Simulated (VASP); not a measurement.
CuAu3: single point with PBEsol

Crystal: CuAu3.

```
Cu Au
1.0
     3.97425    0.00000    0.00000
     0.00000    3.97425    0.00000
     0.00000    0.00000    3.97425
Cu Au
1 3
Direct
  0.00000 0.00000 0.00000
  0.00000 0.50000 0.50000
  0.50000 0.00000 0.50000
  0.50000 0.50000 0.00000
```

```yaml
Program: VASP 6.6.1
Task: single point
Functional: PBEsol
Potentials_or_basis: VASP PAW PBE potentials, release 64 (Cu, Au)
Cutoff: 520 eV
k_mesh: 14 × 14 × 14
Occupations: gaussian, width 0.1 eV
Spin: no spin polarisation
Dipole_correction: no
Further_INCAR_settings: ALGO = Fast; EDIFF = 1e-07; NBANDS = 30
```

```json
{
 "Pressure": "-0.3 GPa",
 "Band gap on the k mesh": "zero (band 22 reaches 10.15 eV, above the bottom of band 23 at 7.98 eV)"
}
```

Levels at points of the mesh, in eV from the Fermi level:
| k point | band 18 | band 19 | band 20 | band 21 | band 22 | band 23 | band 24 | band 25 | band 26 | band 27 |
| --- | --- | --- | --- | --- | --- | --- | --- | --- | --- | --- |
| (0.00, 0.00, 0.00) | -1.56 | -1.49 | -1.49 | -1.49 | 0.93 | 0.93 | 0.93 | 5.94 | 5.94 | 6.79 |
| (0.50, 0.00, 0.00) | -2.33 | -2.16 | -1.95 | -1.56 | -1.49 | 5.22 | 5.60 | 5.90 | 5.90 | 6.41 |
| (0.50, 0.50, 0.00) | -2.22 | -2.21 | -2.21 | -0.78 | -0.21 | -0.08 | -0.08 | 8.33 | 8.90 | 9.16 |
| (0.50, 0.50, 0.50) | -1.69 | -1.65 | -1.65 | -1.20 | -1.14 | -1.14 | -1.14 | 2.99 | 2.99 | 2.99 |

Wall time 2.2 min on 1 thread of Intel(R) Xeon(R) 6975P-C (Granite Rapids) (shared host), peak memory 0.31 GiB.

Caveat: the PAW data sets were made with another functional, which shifts forces and pressure a little; spin-orbit coupling is left out, which moves the levels of the heavy elements.
